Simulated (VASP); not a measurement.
A run of VASP 6.6.1 is set up as follows.

INCAR

```
ALGO = Normal
EDIFF = 1E-6
ENCUT = 500
GGA = PE
GGA_COMPAT = False
ISIF = 2
ISMEAR = -1
LASPH = True
LCHARG = True
LELF = True
LREAL = False
LVHAR = True
LWAVE = False
NBANDS = 9
NELM = 120
PREC = Accurate
SIGMA = 0.15
```

File KPOINTS:

```
k-points
0
Gamma
  4 4 4
```

The input POSCAR:

```
Se
1.0
    0.0000000000      2.1541445300      2.1541445300
    2.1541445300      0.0000000000      2.1541445300
    2.1541445300      2.1541445300      0.0000000000
Se
1
Direct
    0.0000000000      0.0000000000      0.0000000000
```

Potentials or basis: VASP PAW PBE potentials, release 64 (Se).

Run with:

```console
$ cat potpaw_PBE.64/Se/POTCAR > POTCAR
$ mpirun -np 1 vasp_std > vasp.out
```

**Question.** What does it give for the band gap on the k mesh?

**Answer.** Zero (band 3 reaches 8.74 eV, above the bottom of band 4 at 3.33 eV).

**Question.** Predict the pressure.

**Answer.** 1.0 GPa.

Caveat: the k points lie up to 0.63 Å⁻¹ apart.
